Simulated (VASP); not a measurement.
Input of a VASP 6.6.1 run:

INCAR

```
SYSTEM = Al
PREC = Accurate ; ENCUT = 600
EDIFF = 1E-7 ; ISMEAR = 1
SIGMA = 0.05 ; LREAL = .False.
LASPH = .True. ; NELM = 100
ALGO = Normal ; ISIF = 8
LWAVE = .False. ; LCHARG = .False.
GGA = PS ; IBRION = 2
NSW = 80 ; EDIFFG = -0.03
```

The input KPOINTS:

```
regular mesh
0
Gamma
  18 18 18
  0 0 0
```

POSCAR

```
Al
1.0
    0.0000000000      2.0248050000      2.0248050000
    2.0248050000      0.0000000000      2.0248050000
    2.0248050000      2.0248050000      0.0000000000
Al
1
Direct
    0.0000000000      0.0000000000      0.0000000000
```

Potentials or basis: VASP PAW PBE potentials, release 64 (Al).

Run with:

```sh
$ cat potpaw_PBE.64/Al/POTCAR > POTCAR
$ mpirun -np 1 vasp_std > vasp.out
```

Task: What does it give for the relaxed volume?

Result: 16.15 Å³/atom.

Task: Predict the relaxed cell.

Result: a = 2.838 Å, b = 2.838 Å, c = 2.838 Å, α = 60.00°, β = 60.00°, γ = 60.00°.

Task: Estimate the space group after relaxing (to 0.05 Å).

Result: Fm-3m (No. 225).

The path:
| step | energy change (eV) | largest force (eV/Å) | pressure (GPa) | volume (Å³) |
| --- | --- | --- | --- | --- |
| 1 | 0.0000 | 0.0000 | -1.81 | 16.60 |
| 2 | -0.0024 | 0.0000 | 0.13 | 16.15 |

Caveat: the PAW data sets were made with another functional, which shifts forces and pressure a little.
